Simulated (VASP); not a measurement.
Set up this calculation in VASP 6.6.1, as the native input.

| Quantity | Value |
| --- | --- |
| Task | relaxation of cell and atoms |
| Functional | PBEsol |
| Potentials or basis | VASP PAW PBE potentials, release 64 (Na_pv) |
| Cutoff | 600 eV |
| k mesh | 12 × 12 × 7 |
| Occupations | fermi-dirac, width 0.1 eV |
| Spin | no spin polarisation |
| Target pressure | 0.29 GPa |
| Dipole correction | no |
| Further INCAR settings | ALGO = Normal; EDIFF = 1e-06; IBRION = 2; EDIFFG = -0.005; NSW = 32; ISIF = 3 |

The structure of Na lies in POSCAR:

```
Na
1.0
    3.6821323403      0.0000000000      0.0000000000
   -1.8410661701      3.1888201468      0.0000000000
    0.0000000000      0.0000000000      5.9949226169
Na
2
Direct
    0.3333333333      0.6666666667      0.2500000000
    0.6666666667      0.3333333333      0.7500000000
```

This isn't the form of Na at room conditions, which is bcc.

The input as run:

INCAR

```
SYSTEM = Na
  PREC = Accurate
  ENCUT = 600
  EDIFF = 1E-6
  ISMEAR = -1
  SIGMA = 0.1
  LREAL = .False.
  LASPH = .True.
  NELM = 100
  ALGO = Normal
  ISIF = 3
  LWAVE = .False.
  LCHARG = .False.
  GGA = PS
  IBRION = 2
  NSW = 32
  EDIFFG = -0.005
  PSTRESS = 2.9
```

KPOINTS

```
Automatic mesh
0
Gamma
  12 12 7
  0 0 0
```

Potentials or basis: VASP PAW PBE potentials, release 64 (Na_pv).

Command:

```bash
$ cat potpaw_PBE.64/Na_pv/POTCAR > POTCAR
$ mpirun -np 1 vasp_std > vasp.out
```

Results of the run:

```
Pressure after relaxing : 0.3 GPa
Band gap on the k mesh  : zero (bands 7 and 8 overlap by 4.01 eV)
```

Caveat: the relaxation stopped at its first step, so nothing moved; the cell is relaxed towards a set pressure, so the run minimises the enthalpy, not the energy; the PAW data sets were made with another functional, which shifts forces and pressure a little.

Wall time 18 s on 1 thread of Intel(R) Xeon(R) 6975P-C (Granite Rapids), on a shared host, peak memory 0.21 GiB.
